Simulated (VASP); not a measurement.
Set up this calculation in VASP 6.6.1, as the native input.

| Item | Value |
| --- | --- |
| Task | single point |
| Functional | PBE |
| Potentials or basis | VASP PAW PBE potentials, release 64 (Si, O) |
| Cutoff | 520 eV |
| k mesh | 6 × 6 × 4 |
| Occupations | gaussian, width 0.02 eV |
| Spin | no spin polarisation |
| Dipole correction | no |
| Further INCAR settings | ALGO = Normal; EDIFF = 1e-06; NBANDS = 34 |

The structure of SiO2 lies in POSCAR:

```
SiO2
1.0
    5.0485338072      0.0000000000      0.0000000000
   -2.5242669036      4.3721585289      0.0000000000
    0.0000000000      0.0000000000      5.5486423414
Si O
3 6
Direct
    0.0000000000      0.5000000000      0.3333333333
    0.5000000000      0.5000000000      0.6666666667
    0.5000000000      0.0000000000      0.0000000000
    0.5888577614      0.7944288807      0.8333333333
    0.7944288807      0.5888577614      0.5000000000
    0.7944288807      0.2055711193      0.1666666667
    0.4111422386      0.2055711193      0.8333333333
    0.2055711193      0.4111422386      0.5000000000
    0.2055711193      0.7944288807      0.1666666667
```

These files were run (other wordings do the same):

INCAR

```
SYSTEM = SiO2
PREC     = Accurate       ! precision mode
ENCUT    = 520            ! plane-wave cutoff, eV
EDIFF    = 1E-6           ! SCF threshold, eV
ISMEAR   = 0              ! smearing method
SIGMA    = 0.02           ! smearing width, eV
LREAL    = .False.        ! projectors in reciprocal space
LASPH    = .True.         ! aspherical terms in the spheres
NELM     = 100            ! most SCF steps
ALGO     = Normal         ! electronic algorithm
ISIF     = 2              ! what is computed and relaxed
LWAVE    = .False.        ! write WAVECAR
LCHARG   = .False.        ! write CHGCAR
GGA      = PE             ! functional
NBANDS   = 34             ! bands
```

KPOINTS

```
Automatic mesh
0
Gamma
  6 6 4
  0 0 0
```

Potentials or basis: VASP PAW PBE potentials, release 64 (Si, O).

Run with:

```bash
$ cat potpaw_PBE.64/Si/POTCAR potpaw_PBE.64/O/POTCAR > POTCAR
$ mpirun -np 1 vasp_std > vasp.out
```

Results of the run:

- Pressure: 4.1 GPa
- Largest force: 0.013 eV/Å
- Band gap on the k mesh: 5.68 eV, indirect (least direct gap 5.84 eV)

Run time: 83 s on 1 thread of Intel(R) Xeon(R) Platinum 8259CL CPU @ 2.50GHz (Skylake/Cascade Lake) (shared host), peak memory 0.26 GiB.
